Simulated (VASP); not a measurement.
# MgSiN (P4/mmm) in VASP: notebook

Runs on MgSiN. Level: PBE. Tasks: single point.

Program: VASP 6.6.1. These are calculated values, not measurements. Logs are shortened: lines on timing, memory, paths and dates and some standing lists are left out, and cuts for length are marked.

**1. The cell of the first run**

Symmetry: P4/mmm, No. 123, tetragonal system. Conventional cell: a = 3.373 Å, b = 3.373 Å, c = 3.436 Å, α = 90.00°, β = 90.00°, γ = 90.00°. Mg (site symmetry 4/mmm) has 2 Si at 1.72 Å within 2.3 Å. Within 2.3 Å of Si (site symmetry 4/mmm) lie 2 Mg at 1.72 Å. N (site symmetry 4/mmm) has 4 Si at 2.39 Å and 8 Mg at 2.94 Å within 3.2 Å.

**2. Single point, PBE**

Input file INCAR:

```
SYSTEM = MgSiN
PREC = Accurate
ENCUT = 520
EDIFF = 1E-6
ISMEAR = 0
SIGMA = 0.1
LREAL = .False.
LASPH = .True.
NELM = 80
ALGO = Normal
ISIF = 2
LWAVE = .False.
LCHARG = .False.
GGA = PE
NBANDS = 12
```

Input file KPOINTS:

```
Automatic mesh
0
Gamma
  6 6 6
  0 0 0
```

Input file POSCAR:

```
MgSiN
1.0
    3.3733185100      0.0000000000      0.0000000000
    0.0000000000      3.3733185100      0.0000000000
    0.0000000000      0.0000000000      3.4358674100
Mg Si N
1 1 1
Direct
    0.5000000000      0.5000000000      0.5000000000
    0.5000000000      0.5000000000      0.0000000000
    0.0000000000      0.0000000000      0.0000000000
```

Potentials or basis: VASP PAW PBE potentials, release 64 (Mg, Si, N).

Run with:

```sh
> cat potpaw_PBE.64/Mg/POTCAR potpaw_PBE.64/Si/POTCAR potpaw_PBE.64/N/POTCAR > POTCAR
> mpirun -np 1 vasp_std > vasp.out
```

OUTCAR:

```text
SYSTEM = MgSiN
   PREC = Accurate
   ENCUT = 520
   EDIFF = 1E-6
   ISMEAR = 0
   LREAL = .False.
   LASPH = .True.
   NELM = 80
   ISIF = 2
   GGA = PE

 ion  position               nearest neighbor table
   1  0.500  0.500  0.500-   2 1.72   2 1.72
   2  0.500  0.500  0.000-   1 1.72   1 1.72   3 2.39   3 2.39   3 2.39   3 2.39
   3  0.000  0.000  0.000-   2 2.39   2 2.39   2 2.39   2 2.39

  LATTYP: Found a simple tetragonal cell.
 ALAT       =     3.3733185100
 C/A-ratio  =     1.0185422455

  Lattice vectors:

 A1 = (   3.3733185100,   0.0000000000,   0.0000000000)
 A2 = (   0.0000000000,   3.3733185100,   0.0000000000)
 A3 = (   0.0000000000,   0.0000000000,   3.4358674100)

Analysis of symmetry for initial positions (statically):
=====================================================================
 Subroutine PRICEL returns:
 Original cell was already a primitive cell.

 Routine SETGRP: Setting up the symmetry group for a
 simple tetragonal supercell.

 Subroutine GETGRP returns: Found 16 space group operations
 (whereof 16 operations were pure point group operations)
 out of a pool of 16 trial point group operations.

The static configuration has the point symmetry D_4h.

Analysis of symmetry for dynamics (positions and initial velocities):
=====================================================================
 Subroutine PRICEL returns:
 Original cell was already a primitive cell.

 Routine SETGRP: Setting up the symmetry group for a
 simple tetragonal supercell.

 Subroutine GETGRP returns: Found 16 space group operations
 (whereof 16 operations were pure point group operations)
 out of a pool of 16 trial point group operations.

The dynamic configuration has the point symmetry D_4h.

 Subroutine INISYM returns: Found 16 space group operations
 (whereof 16 operations are pure point group operations),
 and found     1 'primitive' translations

----------------------------------------------------------------------------------------

                                     Primitive cell

  volume of cell :      39.0977

  direct lattice vectors                    reciprocal lattice vectors
     3.373318510  0.000000000  0.000000000     0.296443990  0.000000000  0.000000000
     0.000000000  3.373318510  0.000000000     0.000000000  0.296443990  0.000000000
     0.000000000  0.000000000  3.435867410     0.000000000  0.000000000  0.291047320

  length of vectors
     3.373318510  3.373318510  3.435867410     0.296443990  0.296443990  0.291047320

  position of ions in fractional coordinates (direct lattice)
     0.500000000  0.500000000  0.500000000
     0.500000000  0.500000000  0.000000000
     0.000000000  0.000000000  0.000000000

  ion indices of the primitive-cell ions
   primitive index   ion index
                 1           1
                 2           2
                 3           3

----------------------------------------------------------------------------------------

 KPOINTS: Automatic mesh

Automatic generation of k-mesh.
 Grid dimensions read from file:
 generate k-points for:    6    6    6

 Generating k-lattice:

  Cartesian coordinates                     Fractional coordinates (reciprocal lattice)
     0.049407332  0.000000000  0.000000000     0.166666667  0.000000000  0.000000000
     0.000000000  0.049407332  0.000000000     0.000000000  0.166666667  0.000000000
     0.000000000  0.000000000  0.048507887     0.000000000  0.000000000  0.166666667

  Length of vectors
     0.049407332  0.049407332  0.048507887

  Shift w.r.t. Gamma in fractional coordinates (k-lattice)
     0.000000000  0.000000000  0.000000000

 Subroutine IBZKPT returns following result:
 ===========================================

 Found     40 irreducible k-points:

 Following reciprocal coordinates:
            Coordinates               Weight
  0.000000  0.000000  0.000000      1.000000
  0.166667  0.000000  0.000000      4.000000
  0.333333  0.000000  0.000000      4.000000
  0.500000  0.000000  0.000000      2.000000
  0.166667  0.166667  0.000000      4.000000
  0.333333  0.166667  0.000000      8.000000
[... 16 lines left out ...]
  0.333333  0.000000  0.333333      8.000000
  0.500000  0.000000  0.333333      4.000000
 [... further k-points ...]
   k-points           NKPTS =     40   k-points in BZ     NKDIM =     40   number of bands    NBANDS=     12
   number of dos      NEDOS =    301   number of ions     NIONS =      3
   total plane-waves  NPLWV =  21952
   dimension x,y,z NGX =    28 NGY =   28 NGZ =   28
   dimension x,y,z NGXF=    56 NGYF=   56 NGZF=   56
   ions per type =               1   1   1
   NGX,Y,Z   is equivalent  to a cutoff of  13.80, 13.80, 13.55 a.u.
   NGXF,Y,Z  is equivalent  to a cutoff of  27.60, 27.60, 27.10 a.u.
 SYSTEM =  MgSiN
   PREC   = accura    normal or accurate (medium, high low for compatibility)
   ISTART =      0    job   : 0-new  1-cont  2-samecut
   ICHARG =      2    charge: 1-file 2-atom 10-const
   ISPIN  =      1    spin polarized calculation?
   LNONCOLLINEAR =      F non collinear calculations
   LSORBIT =      F    spin-orbit coupling
   LASPH  =      T    aspherical Exc in radial PAW
   ENCUT  =  520.0 eV  38.22 Ry    6.18 a.u.   6.27  6.27  6.39*2*pi/ulx,y,z
   NELM   =     80;   NELMIN=  2; NELMDL= -5     # of ELM steps
   EDIFF  = 0.1E-05   stopping-criterion for ELM
   LREAL  =      F    real-space projection
   EDIFFG = 0.1E-04   stopping-criterion for IOM
   NSW    =      0    number of steps for IOM
   IBRION =     -1    ionic relax: 0-MD 1-quasi-New 2-CG
   NFREE  =      0    steps in history (QN), initial steepest desc. (CG)
   ISIF   =      2    stress and relaxation
   ISYM   =      2    0-nonsym 1-usesym 2-fastsym
   POTIM  = 0.5000    time-step for ionic-motion
   TEBEG  =    0.0;   TEEND  =   0.0 temperature during run
   PSTRESS=    0.0 pullay stress
   NELECT =      11.0000    total number of electrons
   NUPDOWN=      -1.0000    fix difference up-down
   EMIN   =  10.00;   EMAX   =-10.00  energy-range for DOS
   EFERMI =   0.00;   METHOD = LEGACY
   ISMEAR =     0;   SIGMA  =   0.10  broadening in eV -4-tet -1-fermi 0-gaus
   EFERMI_NEDOS =   21; number of points for ismear=-14 and -15
   IALGO  =     38    algorithm
   IMIX   =      4    mixing-type and parameters
     AMIX     =   0.40;   BMIX     =  1.00
     AMIX_MAG =   1.60;   BMIX_MAG =  1.00
  volume/ion in A,a.u.               =      13.03        87.95
  Fermi-wavevector in a.u.,A,eV,Ry     =   1.072726  2.027158 15.656775  1.150740
  Thomas-Fermi vector in A             =   2.208504
   LORBIT       =      0    0 simple, 1 ext, 2 COOP (PROOUT), +10 PAW based schemes
   GGA     = PE    functional components
   LHFCALC =     F    Hartree Fock is set to
   AEXX    =    0.0000 exact exchange contribution
   IVDW    =     0    specifies the selected vdW correction
   LEPSILON=     F    determine dielectric tensor
   LRPA    =     F    only Hartree local field effects (RPA)
 non-spin polarized calculation
 Gauss-broadening in eV      SIGMA  =   0.10
  energy-cutoff  :      520.00
  volume of cell :       39.10
 maximum number of plane-waves:      1068
 NGX is ok and might be reduce to    28
   NGX = 13   NGY = 13   NGZ = 13

 number of electron      10.9999998 magnetization

 Free energy of the ion-electron system (eV)
  ---------------------------------------------------
  ext. energy  EPLUGINS =         0.00000000
  ---------------------------------------------------
  free energy    TOTEN  =        -1.37032209 eV

  energy without entropy =       -1.36374233  energy(sigma->0) =       -1.36703221

 E-fermi :   6.2556     XC(G=0): -10.3494

 val. band max:        6.2532748746   @ k =   0.3333   0.0000   0.1667
 cond. band min:       6.2927244950   @ k =   0.5000   0.0000   0.0000
 fundamental gap:      0.0394496204
 Fermi energy:         6.2556090836

 k-point     1 :       0.0000    0.0000    0.0000
  band No.  band energies     occupation
      1      -8.8954      2.00000
      2      -0.5876      2.00000
      3       2.8578      2.00000
      4       2.8578      2.00000
      5       3.4936      2.00000
      6       8.6443      0.00000
      7       9.0664      0.00000
      8       9.4887      0.00000
      9      10.9516      0.00000
     10      10.9516      0.00000
     11      15.1805      0.00000
     12      15.1805      0.00000

 k-point     2 :       0.1667    0.0000    0.0000
  band No.  band energies     occupation
      1      -8.6603      2.00000
      2      -1.4985      2.00000
      3       3.0867      2.00000
      4       3.2793      2.00000
      5       3.7162      2.00000
      6       8.2750      0.00000
      7       8.9785      0.00000
      8       9.6467      0.00000
      9      10.0385      0.00000
     10      11.5373      0.00000
     11      14.7849      0.00000
     12      15.3253      0.00000

 k-point     3 :       0.3333    0.0000    0.0000
  band No.  band energies     occupation
      1      -8.0609      2.00000
      2      -3.0968      2.00000
      3       3.6771      2.00000
      4       4.2157      2.00000
      5       4.3142      2.00000
      6       7.3518      0.00000
      7       7.5234      0.00000
      8       8.4207      0.00000
      9      10.5227      0.00000
     10      13.4796      0.00000
     11      14.3035      0.00000
     12      15.6458      0.00000
[... 286 lines left out ...]
 k-point    23 :       0.3333    0.0000    0.3333
  band No.  band energies     occupation
      1      -7.7381      2.00000
      2      -2.2870      2.00000
      3       1.5551      2.00000
      4       3.8897      2.00000
      5       4.8658      2.00000
      6       5.1531      2.00000
      7       8.3214      0.00000
      8       8.7209      0.00000
      9      10.8689      0.00000
     10      13.2953      0.00000
     11      13.4741      0.00000
     12      15.8808      0.00000

 k-point    24 :       0.5000    0.0000    0.3333
  band No.  band energies     occupation
      1      -7.3989      2.00000
      2      -3.0208      2.00000
      3       2.7520      2.00000
      4       3.2543      2.00000
      5       4.3016      2.00000
      6       6.3418      0.22269
      7       6.9489      0.00000
      8       7.8992      0.00000
      9      10.7894      0.00000
     10      13.6228      0.00000
     11      13.9386      0.00000
     12      17.5583      0.00000

 [... further k-points ...]

------------------------ aborting loop because EDIFF is reached ----------------------------------------

  FORCE on cell =-STRESS in cart. coord.  units (eV):
  Direction    XX          YY          ZZ          XY          YZ          ZX
  --------------------------------------------------------------------------------------
  -------------------------------------------------------------------------------------
  Total       -6.0264402     -6.0264402     68.7809055      0.0000000     -0.0000000      0.0000000
  in kB     -246.9564301   -246.9564301   2818.5606002      0.0000000     -0.0000000      0.0000000
  external PRESSURE =     774.8825800 kB  Pullay stress =       0.0000000 kB

 VOLUME and BASIS-vectors are now :
 -----------------------------------------------------------------------------
  energy-cutoff  :      520.00
  volume of cell :       39.10
      direct lattice vectors                 reciprocal lattice vectors
     3.373318510  0.000000000  0.000000000     0.296443990  0.000000000  0.000000000
     0.000000000  3.373318510  0.000000000     0.000000000  0.296443990  0.000000000
     0.000000000  0.000000000  3.435867410     0.000000000  0.000000000  0.291047320

 POSITION                                       TOTAL-FORCE (eV/Angst)
 -----------------------------------------------------------------------------------
      1.68666      1.68666      1.71793         0.000000      0.000000      0.000000
      1.68666      1.68666      0.00000         0.000000      0.000000      0.000000
      0.00000      0.00000      0.00000         0.000000      0.000000      0.000000
 -----------------------------------------------------------------------------------
    total drift:                               -0.000000      0.000000     -0.000000

  FREE ENERGIE OF THE ION-ELECTRON SYSTEM (eV)
  ---------------------------------------------------
  free  energy   TOTEN  =        -1.3703220903 eV

  energy  without entropy=       -1.3637423334  energy(sigma->0) =       -1.36703221
```

It took 9.5 s on 1 thread of Intel Xeon Platinum 8488C (Sapphire Rapids), shared host; peak memory 0.16 GiB.

What came out:

```yaml
Free_energy: -1.3703 eV
Pressure: 77.5 GPa
```

**3. Single point, PBE**

This run uses another cell than the first one, of 15.12 Å³/atom, 1.160 times its volume.

Input file INCAR:

```
PREC = Accurate
ENCUT = 520
EDIFF = 1E-6
ISMEAR = 0
SIGMA = 0.1
LREAL = F
LASPH = T
NELM = 80
ALGO = Normal
ISIF = 2
LWAVE = F
LCHARG = F
GGA = PE
NBANDS = 12
```

Input file KPOINTS:

```
regular mesh
0
Gamma
  6 6 6
```

Input file POSCAR:

```
MgSiN
1.0
    2.7328109804      0.0000000000      0.0000000000
    0.0000000000      2.7328109804      0.0000000000
    0.0000000000      0.0000000000      6.0718990176
Mg Si N
1 1 1
Direct
    0.5000000000      0.5000000000      0.5000000000
    0.5000000000      0.5000000000      0.0000000000
    0.0000000000      0.0000000000      0.0000000000
```

Potentials or basis: VASP PAW PBE potentials, release 64 (Mg, Si, N).

Run with:

```sh
> cat potpaw_PBE.64/Mg/POTCAR potpaw_PBE.64/Si/POTCAR potpaw_PBE.64/N/POTCAR > POTCAR
> mpirun -np 1 vasp_std > vasp.out
```

It took 10 s on 1 thread of Intel Xeon Platinum 8488C (Sapphire Rapids), shared host; peak memory 0.16 GiB.

The run converged. Its results:

| Property | Result |
| --- | --- |
| Free energy | -14.0879 eV |
| Pressure | 0.2 GPa |

Levels at points of the mesh, in eV from the Fermi level:
```tsv
k point	band 1	band 2	band 3	band 4	band 5	band 6	band 7	band 8	band 9	band 10
(0.00, 0.00, 0.00)	-18.95	-7.18	-5.62	-4.46	-4.46	-0.53	1.46	5.23	7.02	7.41
(0.50, 0.00, 0.00)	-16.71	-11.64	-4.16	-3.49	-1.55	-0.88	-0.49	4.59	4.97	5.73
(0.50, 0.50, 0.00)	-14.98	-9.18	-9.18	-3.96	-2.47	1.70	3.43	3.43	4.01	4.80
(0.00, 0.00, 0.50)	-18.95	-7.83	-4.46	-4.46	-3.56	-2.55	2.43	4.09	5.26	10.47
(0.50, 0.00, 0.50)	-16.71	-11.63	-4.35	-3.49	-2.45	-0.10	1.84	2.99	3.51	6.41
(0.50, 0.50, 0.50)	-14.98	-9.18	-9.18	-3.92	-2.51	1.36	2.69	2.69	4.35	7.74
```

Caveat: the k points lie up to 0.38 Å⁻¹ apart.
